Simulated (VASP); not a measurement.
# PbO2 (P4_2/mnm) in VASP: notebook

The runs below take PbO2 through single point, with PBEsol.

All numbers are computed with VASP 6.6.1; they aren't measurements. Logs are shortened: lines on timing, memory, paths and dates and some standing lists are left out, and cuts for length are marked.

## (1) The cell of the first run

It takes space group P4_2/mnm (No. 136, tetragonal). The conventional cell has a = 4.927 Å, b = 4.927 Å, c = 3.404 Å, α = 90.00°, β = 90.00°, γ = 90.00°. Within 2.8 Å of Pb (site symmetry mmm) lie 6 O at 2.14 to 2.17 Å. O (site symmetry m2m) has 3 Pb at 2.14 to 2.17 Å and 1 O at 2.69 Å within 2.8 Å.

## (2) Single point, PBEsol (13.77 Å³/atom)

Input file INCAR:

```
PREC = Accurate ; ENCUT = 520
EDIFF = 1E-7 ; ISMEAR = 0
SIGMA = 0.1 ; LREAL = False
LASPH = True ; NELM = 80
ALGO = Normal ; ISIF = 2
LWAVE = False ; LCHARG = False
GGA = PS ; NBANDS = 35
```

Input file KPOINTS:

```
Automatic mesh
0
Gamma
  8 8 10
```

Input file POSCAR:

```
PbO2
1.0
    4.9273476005      0.0000000000      0.0000000000
    0.0000000000      4.9273476005      0.0000000000
    0.0000000000      0.0000000000      3.4037885898
Pb O
2 4
Direct
    0.0000000000      0.0000000000      0.0000000000
    0.5000000000      0.5000000000      0.5000000000
    0.3072071781      0.3072071781      0.0000000000
    0.1927928219      0.8072071781      0.5000000000
    0.6927928219      0.6927928219      0.0000000000
    0.8072071781      0.1927928219      0.5000000000
```

Potentials or basis: VASP PAW PBE potentials, release 64 (Pb_d, O).

Started as:

```sh
> cat potpaw_PBE.64/Pb_d/POTCAR potpaw_PBE.64/O/POTCAR > POTCAR
> mpirun -np 1 vasp_std > vasp.out
```

OUTCAR:

```text
PREC = Accurate
   ENCUT = 520
   EDIFF = 1E-7
   ISMEAR = 0
   LREAL = False
   LASPH = True
   NELM = 80
   ISIF = 2
   GGA = PS

 ion  position               nearest neighbor table
   1  0.000  0.000  0.000-   3 2.14   5 2.14   4 2.17   6 2.17   4 2.17   6 2.17   2 3.88   2 3.88
                             2 3.88   2 3.88   2 3.88   2 3.88   2 3.88   2 3.88
   2  0.500  0.500  0.500-   4 2.14   6 2.14   5 2.17   3 2.17   3 2.17   5 2.17   1 3.88   1 3.88
                             1 3.88   1 3.88   1 3.88   1 3.88   1 3.88   1 3.88
   3  0.307  0.307  0.000-   1 2.14   2 2.17   2 2.17
   4  0.193  0.807  0.500-   2 2.14   1 2.17   1 2.17
   5  0.693  0.693  0.000-   1 2.14   2 2.17   2 2.17
   6  0.807  0.193  0.500-   2 2.14   1 2.17   1 2.17

  LATTYP: Found a simple tetragonal cell.
 ALAT       =     4.9273476005
 C/A-ratio  =     0.6907953053

  Lattice vectors:

 A1 = (   4.9273476005,   0.0000000000,   0.0000000000)
 A2 = (   0.0000000000,   4.9273476005,   0.0000000000)
 A3 = (   0.0000000000,   0.0000000000,   3.4037885898)

Analysis of symmetry for initial positions (statically):
=====================================================================
 Subroutine PRICEL returns:
 Original cell was already a primitive cell.

 Routine SETGRP: Setting up the symmetry group for a
 simple tetragonal supercell.

 Subroutine GETGRP returns: Found 16 space group operations
 (whereof  8 operations were pure point group operations)
 out of a pool of 16 trial point group operations.

The static configuration has the point symmetry D_2h.
 The point group associated with its full space group is D_4h.

Analysis of symmetry for dynamics (positions and initial velocities):
=====================================================================
 Subroutine PRICEL returns:
 Original cell was already a primitive cell.

 Routine SETGRP: Setting up the symmetry group for a
 simple tetragonal supercell.

 Subroutine GETGRP returns: Found 16 space group operations
 (whereof  8 operations were pure point group operations)
 out of a pool of 16 trial point group operations.

The dynamic configuration has the point symmetry D_2h.
 The point group associated with its full space group is D_4h.

 Subroutine INISYM returns: Found 16 space group operations
 (whereof  8 operations are pure point group operations),
 and found     1 'primitive' translations

----------------------------------------------------------------------------------------

                                     Primitive cell

  volume of cell :      82.6397

  direct lattice vectors                    reciprocal lattice vectors
     4.927347601  0.000000000  0.000000000     0.202948946  0.000000000  0.000000000
     0.000000000  4.927347601  0.000000000     0.000000000  0.202948946  0.000000000
     0.000000000  0.000000000  3.403788590     0.000000000  0.000000000  0.293790279

  length of vectors
     4.927347601  4.927347601  3.403788590     0.202948946  0.202948946  0.293790279

  position of ions in fractional coordinates (direct lattice)
     0.000000000  0.000000000  0.000000000
     0.500000000  0.500000000  0.500000000
     0.307207178  0.307207178  0.000000000
     0.192792822  0.807207178  0.500000000
     0.692792822  0.692792822  0.000000000
     0.807207178  0.192792822  0.500000000

  ion indices of the primitive-cell ions
   primitive index   ion index
                 1           1
                 2           2
                 3           3
                 4           4
                 5           5
                 6           6

----------------------------------------------------------------------------------------

 KPOINTS: Automatic mesh

Automatic generation of k-mesh.
 Grid dimensions read from file:
 generate k-points for:    8    8   10

 Generating k-lattice:

  Cartesian coordinates                     Fractional coordinates (reciprocal lattice)
     0.025368618  0.000000000  0.000000000     0.125000000  0.000000000  0.000000000
     0.000000000  0.025368618  0.000000000     0.000000000  0.125000000  0.000000000
     0.000000000  0.000000000  0.029379028     0.000000000  0.000000000  0.100000000

  Length of vectors
     0.025368618  0.025368618  0.029379028

  Shift w.r.t. Gamma in fractional coordinates (k-lattice)
     0.000000000  0.000000000  0.000000000

 Subroutine IBZKPT returns following result:
 ===========================================

 Found     90 irreducible k-points:

 Following reciprocal coordinates:
            Coordinates               Weight
  0.000000  0.000000  0.000000      1.000000
  0.125000  0.000000  0.000000      4.000000
  0.250000  0.000000  0.000000      4.000000
  0.375000  0.000000  0.000000      4.000000
  0.500000  0.000000  0.000000      2.000000
  0.125000  0.125000  0.000000      4.000000
[... 16 lines left out ...]
  0.375000  0.125000  0.100000     16.000000
  0.500000  0.125000  0.100000      8.000000
 [... further k-points ...]
[... 50 lines left out ...]
 Gauss-broadening in eV      SIGMA  =   0.10
  energy-cutoff  :      520.00
  volume of cell :       82.64
 maximum number of plane-waves:      2246
 NGX is ok and might be reduce to    40
   NGX = 19   NGY = 19   NGZ = 13

 number of electron      52.0000006 magnetization

 Free energy of the ion-electron system (eV)
  ---------------------------------------------------
  ext. energy  EPLUGINS =         0.00000000
  ---------------------------------------------------
  free energy    TOTEN  =       -34.02765224 eV

  energy without entropy =      -34.02583328  energy(sigma->0) =      -34.02674276

 E-fermi :   4.4030     XC(G=0): -11.0359

 val. band max:        4.4000857355   @ k =   0.0000   0.0000   0.1000
 cond. band min:       4.4511063223   @ k =   0.0000   0.0000   0.0000
 fundamental gap:      0.0510205868
 Fermi energy:         4.4030407689

 k-point     1 :       0.0000    0.0000    0.0000
  band No.  band energies     occupation
      1     -14.0170      2.00000
      2     -13.8576      2.00000
      3     -12.1199      2.00000
      4     -12.1199      2.00000
      5     -11.1530      2.00000
      6     -10.9200      2.00000
[... 27 lines left out ...]
     34      15.6530      0.00000
     35      16.2361      0.00000

 k-point     2 :       0.1250    0.0000    0.0000
  band No.  band energies     occupation
      1     -13.9722      2.00000
      2     -13.8297      2.00000
      3     -12.2944      2.00000
      4     -12.2217      2.00000
      5     -10.9609      2.00000
      6     -10.8875      2.00000
[... 27 lines left out ...]
     34      15.8184      0.00000
     35      16.2280      0.00000

 k-point     3 :       0.2500    0.0000    0.0000
  band No.  band energies     occupation
      1     -13.8454      2.00000
      2     -13.7498      2.00000
      3     -12.6045      2.00000
      4     -12.4712      2.00000
      5     -10.8736      2.00000
      6     -10.8731      2.00000
[... 27 lines left out ...]
     34      16.2360      0.00000
     35      16.2435      0.00000

 k-point     4 :       0.3750    0.0000    0.0000
  band No.  band energies     occupation
      1     -13.6704      2.00000
      2     -13.6354      2.00000
      3     -12.8701      2.00000
      4     -12.7627      2.00000
      5     -10.8668      2.00000
      6     -10.8663      2.00000
[... 27 lines left out ...]
     34      16.3479      0.00000
     35      16.5639      0.00000

 k-point     5 :       0.5000    0.0000    0.0000
  band No.  band energies     occupation
      1     -13.5642      2.00000
      2     -13.5642      2.00000
      3     -12.9535      2.00000
      4     -12.9535      2.00000
      5     -10.8636      2.00000
      6     -10.8636      2.00000
[... 638 lines left out ...]
 k-point    22 :       0.2500    0.1250    0.1000
  band No.  band energies     occupation
      1     -13.8237      2.00000
      2     -13.5918      2.00000
      3     -12.9107      2.00000
      4     -12.4579      2.00000
      5     -10.9369      2.00000
      6     -10.8479      2.00000
[... 27 lines left out ...]
     34      16.0725      0.00000
     35      16.2487      0.00000

 k-point    23 :       0.3750    0.1250    0.1000
  band No.  band energies     occupation
      1     -13.7135      2.00000
      2     -13.4844      2.00000
      3     -13.0567      2.00000
      4     -12.6789      2.00000
      5     -10.8791      2.00000
      6     -10.8334      2.00000
[... 27 lines left out ...]
     34      16.2953      0.00000
     35      16.3065      0.00000

 k-point    24 :       0.5000    0.1250    0.1000
  band No.  band energies     occupation
      1     -13.5684      2.00000
      2     -13.5684      2.00000
      3     -12.9281      2.00000
      4     -12.9281      2.00000
      5     -10.8440      2.00000
      6     -10.8440      2.00000
[... 27 lines left out ...]
     34      16.0397      0.00000
     35      16.4660      0.00000

 [... further k-points ...]
[... 5 lines left out ...]
  --------------------------------------------------------------------------------------
  -------------------------------------------------------------------------------------
  Total        2.2745275      2.2745275      2.3828935      0.0000000      0.0000000      0.0000000
  in kB       44.0973817     44.0973817     46.1983264      0.0000000      0.0000000      0.0000000
  external PRESSURE =      44.7976966 kB  Pullay stress =       0.0000000 kB

 VOLUME and BASIS-vectors are now :
 -----------------------------------------------------------------------------
  energy-cutoff  :      520.00
  volume of cell :       82.64
      direct lattice vectors                 reciprocal lattice vectors
     4.927347601  0.000000000  0.000000000     0.202948946  0.000000000  0.000000000
     0.000000000  4.927347601  0.000000000     0.000000000  0.202948946  0.000000000
     0.000000000  0.000000000  3.403788590     0.000000000  0.000000000  0.293790279

 POSITION                                       TOTAL-FORCE (eV/Angst)
 -----------------------------------------------------------------------------------
      0.00000      0.00000      0.00000         0.000000     -0.000000      0.000000
      2.46367      2.46367      1.70189         0.000000     -0.000000      0.000000
      1.51372      1.51372      0.00000        -0.005403     -0.005403     -0.000000
      0.94996      3.97739      1.70189         0.005403     -0.005403     -0.000000
      3.41363      3.41363      0.00000         0.005403      0.005403      0.000000
      3.97739      0.94996      1.70189        -0.005403      0.005403      0.000000
 -----------------------------------------------------------------------------------
    total drift:                                0.000000     -0.000000     -0.000000

  FREE ENERGIE OF THE ION-ELECTRON SYSTEM (eV)
  ---------------------------------------------------
  free  energy   TOTEN  =       -34.0276522398 eV

  energy  without entropy=      -34.0258332793  energy(sigma->0) =      -34.02674276
```

Run time: 2.8 min. Hardware: 1 thread of Intel Xeon 6975P-C (Granite Rapids), shared host; peak memory 0.34 GiB.

What came out:

| Property | Result |
| --- | --- |
| Free energy | -34.0277 eV |
| Pressure | 4.5 GPa |
| Largest force | 0.008 eV/Å |
| Band gap on the k mesh | 0.01 eV (least direct gap 0.02 eV) |

Forces on the atoms (eV/Å):
```
Pb   0.000  0.000  0.000
Pb   0.000  0.000  0.000
O   -0.005 -0.005  0.000
O    0.005 -0.005  0.000
O    0.005  0.005  0.000
O   -0.005  0.005  0.000
```

Levels at points of the mesh, in eV from the valence-band top:
```csv
k point,band 24,band 25,band 26,band 27,band 28,band 29
"(0.00, 0.00, 0.00)",-0.63,-0.61,-0.61,0.07,4.36,5.77
"(0.50, 0.00, 0.00)",-0.66,-0.40,-0.40,2.59,2.59,6.40
"(0.50, 0.50, 0.00)",-0.68,-0.49,-0.49,2.98,2.98,6.75
"(0.00, 0.00, 0.50)",-1.20,-0.83,-0.83,3.91,3.91,8.93
"(0.50, 0.00, 0.50)",-0.83,-0.16,-0.16,4.25,4.25,7.40
"(0.50, 0.50, 0.50)",-0.71,-0.55,-0.55,2.94,2.94,8.30
```

Caveat: the cell stands under pressure; the smearing spreads over this small gap; the PAW data sets were made with another functional, which shifts forces and pressure a little; spin-orbit coupling is left out, which moves the levels of the heavy elements. A k mesh can miss the band edges.

## (3) Single point, PBEsol

This run uses another cell than the first one, of 14.20 Å³/atom.

Input file INCAR:

```
PREC = Accurate ; ENCUT = 520
EDIFF = 1E-6 ; ISMEAR = 0
SIGMA = 0.1 ; LREAL = False
LASPH = True ; NELM = 60
ALGO = Normal ; ISIF = 2
LWAVE = False ; LCHARG = True
GGA = PS ; LELF = True
LVHAR = True ; NBANDS = 35
```

KPOINTS is that of step 2.

Input file POSCAR:

```
PbO2
1.0
    4.9973211065      0.0000000000      0.0000000000
    0.0000000000      4.9973211065      0.0000000000
    0.0000000000      0.0000000000      3.4114792400
Pb O
2 4
Direct
    0.0000000000      0.0000000000      0.0000000000
    0.5000000000      0.5000000000      0.5000000000
    0.3076244509      0.3076244509      0.0000000000
    0.1923755491      0.8076244509      0.5000000000
    0.6923755491      0.6923755491      0.0000000000
    0.8076244509      0.1923755491      0.5000000000
```

Potentials or basis: VASP PAW PBE potentials, release 64 (Pb_d, O).

Started as:

```sh
> cat potpaw_PBE.64/Pb_d/POTCAR potpaw_PBE.64/O/POTCAR > POTCAR
> mpirun -np 1 vasp_std > vasp.out
```

Wall time 2.4 min (1 thread of Intel Xeon 6975P-C (Granite Rapids), shared host); peak memory 0.34 GiB.

The run converged. Its results:

```
Free energy            : -34.0672 eV
Pressure               : 0.3 GPa
Largest force          : 0.010 eV/Å
Band gap on the k mesh : 0.05 eV (least direct gap 0.08 eV)
```

Forces in eV/Å, atoms in the order of the input:
```
Pb   0.000  0.000  0.000
Pb   0.000  0.000  0.000
O   -0.007 -0.007  0.000
O    0.007 -0.007  0.000
O    0.007  0.007  0.000
O   -0.007  0.007  0.000
```

Stress tensor (GPa, compression positive):
```
0.20 0.00 0.00
0.00 0.20 0.00
0.00 0.00 0.37
```

Levels at points of the mesh, in eV from the valence-band top:
```csv
k point,band 22,band 23,band 24,band 25,band 26,band 27,band 28,band 29,band 30,band 31
"(0.00, 0.00, 0.00)",-0.65,-0.59,-0.59,-0.57,-0.57,0.11,4.18,5.75,5.75,9.50
"(0.50, 0.00, 0.00)",-1.31,-0.63,-0.63,-0.36,-0.36,2.37,2.37,6.36,6.36,9.66
"(0.50, 0.50, 0.00)",-1.56,-0.65,-0.65,-0.45,-0.45,2.78,2.78,6.65,6.65,9.99
"(0.00, 0.00, 0.50)",-2.00,-1.09,-1.09,-0.76,-0.76,3.70,3.70,8.75,8.75,9.55
"(0.50, 0.00, 0.50)",-1.05,-0.75,-0.75,-0.19,-0.19,4.01,4.01,7.19,7.19,9.83
"(0.50, 0.50, 0.50)",-1.88,-0.65,-0.65,-0.49,-0.49,2.77,2.77,8.19,8.19,9.69
```

Caveat: the smearing spreads over this small gap; the PAW data sets were made with another functional, which shifts forces and pressure a little; spin-orbit coupling is left out, which moves the levels of the heavy elements.

## (4) Single point, PBEsol (15.05 Å³/atom)

This run uses another cell than the first one, of 15.05 Å³/atom.

Input file INCAR:

```
PREC = Accurate ; ENCUT = 520
EDIFF = 1E-6 ; ISMEAR = 0
SIGMA = 0.1 ; LREAL = False
LASPH = True ; NELM = 80
ALGO = Normal ; ISIF = 2
LWAVE = False ; LCHARG = False
GGA = PS ; NBANDS = 35
```

Input file KPOINTS:

```
regular mesh
0
Gamma
  8 8 10
```

Input file POSCAR:

```
PbO2
1.0
    5.1375327756      0.0000000000      0.0000000000
    0.0000000000      5.1375327756      0.0000000000
    0.0000000000      0.0000000000      3.4214791632
Pb O
2 4
Direct
    0.0000000000      0.0000000000      0.0000000000
    0.5000000000      0.5000000000      0.5000000000
    0.3091625462      0.3091625462      0.0000000000
    0.1908374538      0.8091625462      0.5000000000
    0.6908374538      0.6908374538      0.0000000000
    0.8091625462      0.1908374538      0.5000000000
```

Started as:

```sh
> cat potpaw_PBE.64/Pb_d/POTCAR potpaw_PBE.64/O/POTCAR > POTCAR
> mpirun -np 1 vasp_std > vasp.out
```

It took 2.3 min on 1 thread of Intel Xeon 6975P-C (Granite Rapids), shared host; peak memory 0.35 GiB.

It converged, with:

```
Free energy            : -33.9757 eV
Pressure               : -5.9 GPa
Largest force          : 0.013 eV/Å
Band gap on the k mesh : 0.01 eV (least direct gap 0.03 eV)
```

Forces on the atoms (eV/Å):
```
Pb   0.000  0.000  0.000
Pb   0.000  0.000  0.000
O   -0.009 -0.009  0.000
O    0.009 -0.009  0.000
O    0.009  0.009  0.000
O   -0.009  0.009  0.000
```

Stress tensor (GPa, compression positive):
```
-5.97  0.00  0.00
 0.00 -5.97  0.00
 0.00  0.00 -5.87
```

Levels at points of the mesh, in eV from the valence-band top:
| k point | band 22 | band 23 | band 24 | band 25 | band 26 | band 27 | band 28 | band 29 | band 30 | band 31 |
| --- | --- | --- | --- | --- | --- | --- | --- | --- | --- | --- |
| (0.00, 0.00, 0.00) | -0.70 | -0.61 | -0.61 | -0.55 | -0.55 | 0.11 | 3.76 | 5.63 | 5.63 | 9.27 |
| (0.50, 0.00, 0.00) | -1.25 | -0.63 | -0.63 | -0.36 | -0.36 | 1.94 | 1.94 | 6.22 | 6.22 | 9.00 |
| (0.50, 0.50, 0.00) | -1.40 | -0.66 | -0.66 | -0.45 | -0.45 | 2.34 | 2.34 | 6.38 | 6.38 | 9.35 |
| (0.00, 0.00, 0.50) | -1.91 | -0.98 | -0.98 | -0.71 | -0.71 | 3.28 | 3.28 | 8.34 | 8.34 | 9.23 |
| (0.50, 0.00, 0.50) | -1.00 | -0.69 | -0.69 | -0.31 | -0.31 | 3.53 | 3.53 | 6.72 | 6.72 | 9.57 |
| (0.50, 0.50, 0.50) | -1.88 | -0.62 | -0.62 | -0.48 | -0.48 | 2.46 | 2.46 | 7.85 | 7.85 | 9.19 |

Caveat: the cell stands under tension; the smearing spreads over this small gap; the PAW data sets were made with another functional, which shifts forces and pressure a little; spin-orbit coupling is left out, which moves the levels of the heavy elements. A k mesh can miss the band edges.

## (5) The runs side by side

```tsv
cell	gap on the mesh (eV)	pressure (GPa)	largest force (eV/Å)
a = 4.927, b = 4.927, c = 3.404 Å, 6 atoms, atomic positions A	0.01	4.5	0.01
a = 4.997, b = 4.997, c = 3.411 Å, 6 atoms, atomic positions B	0.05	0.3	0.01
a = 5.138, b = 5.138, c = 3.421 Å, 6 atoms, atomic positions C	0.01	-5.9	0.01
```

Alike in all rows: task single point; level PBEsol; potentials or basis VASP PAW PBE potentials, release 64 (Pb_d, O); no spin polarisation; k mesh 8 × 8 × 10; cutoff (eV) 520; smearing gaussian 0.1 eV.

Caveats: the smearing spreads over this small gap; the PAW data sets were made with another functional, which shifts forces and pressure a little; spin-orbit coupling is left out, which moves the levels of the heavy elements; the cell stands under pressure (at least some runs); the cell stands under tension (at least some runs).

Total energies depend on the potentials used, so only differences within one code and one set of settings carry meaning.

The gap in the log of VASP goes by the Fermi energy; the results here count the filled bands.